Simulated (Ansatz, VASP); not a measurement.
# One calculation of Si2C2Cl, two programs

The input INCAR:

```
ALGO = Normal
EDIFF = 1E-6
ENCUT = 520
GGA = PS
ISIF = 2
ISMEAR = 0
LASPH = True
LCHARG = True
LELF = True
LREAL = False
LVHAR = True
LWAVE = False
NBANDS = 34
NELM = 80
PREC = Accurate
SIGMA = 0.2808
```

Contents of KPOINTS:

```
k-points
0
Gamma
  3 3 4
```

The input POSCAR:

```
Si2C2Cl
1.0
    5.8591380000      0.0000000000      0.0000000000
    0.0000000000      5.8591380000      0.0000000000
    0.0000000000      0.0000000000      4.1743020000
Cl C Si
2 4 4
Direct
    0.0000000000      0.0000000000      0.0000000000
    0.5000000000      0.5000000000      0.0000000000
    0.1600000000      0.6600000000      0.5000000000
    0.3400000000      0.1600000000      0.5000000000
    0.8400000000      0.3400000000      0.5000000000
    0.6600000000      0.8400000000      0.5000000000
    0.3610000000      0.8610000000      0.5000000000
    0.1390000000      0.3610000000      0.5000000000
    0.6390000000      0.1390000000      0.5000000000
    0.8610000000      0.6390000000      0.5000000000
```

Input for Ansatz:

```yaml
crystal:
  lattice:
    - [5.859138, 0.0, 0.0]
    - [0.0, 5.859138, 0.0]
    - [0.0, 0.0, 4.174302]
  atoms:
    - { symbol: Cl, position: [0.0, 0.0, 0.0] }
    - { symbol: Cl, position: [0.5, 0.5, 0.0] }
    - { symbol: C, position: [0.16, 0.66, 0.5] }
    - { symbol: C, position: [0.34, 0.16, 0.5] }
    - { symbol: C, position: [0.84, 0.34, 0.5] }
    - { symbol: C, position: [0.66, 0.84, 0.5] }
    - { symbol: Si, position: [0.361, 0.861, 0.5] }
    - { symbol: Si, position: [0.139, 0.361, 0.5] }
    - { symbol: Si, position: [0.639, 0.139, 0.5] }
    - { symbol: Si, position: [0.861, 0.639, 0.5] }
  symmetry: { tolerance: 0.0003 }
kpoints:
  mp_grid: { grid: [3, 3, 4], shift: [0, 0, 0] }
magnetization:
  spin_polarized: false
scf:
  occupations: { method: gaussian, width: 0.2808 }
hamiltonian:
  pseudopotentials: { kind: paw }
  xc: pbesol
basis:
  ecutwfc: 420
output:
  forces: true
  stress: true
  eigenvalues: true
```

Alike in both runs: task single point; functional PBEsol; k mesh 3 × 3 × 4; occupations gaussian, width 0.2808 eV; no spin polarisation.

|  | VASP | Ansatz |
| --- | --- | --- |
| version | VASP 6.6.1 | Ansatz 0.2.0 |
| potentials or method | VASP PAW PBE potentials, release 64 (Cl, C, Si), cutoff 520 eV | PAW plane waves |
| valence electrons in the cell | 46 | 46 |

|  | VASP | Ansatz | Ansatz less VASP |
| --- | --- | --- | --- |
| gap on the k mesh at the Fermi level (eV) | none | none | - |
| pressure (GPa) | 20.0 | 19.8 | -0.20 |
| traceless stress, the component that is largest in VASP (GPa) | -12.17 | -11.96 | +0.212 |
| rms of the force components (eV/Å) | 1.063 | 1.074 | +0.0110 |

VASP's potentials were made for PBE, not for PBEsol. Atom by atom the forces differ by 0.011 eV/Å (rms over components). A gap of «none» marks a metal or a gap that the smearing closes. The functional is the same, so the differences come from potentials, cutoffs and numerics.

The k mesh is coarse, so the values compare programs but aren't converged.
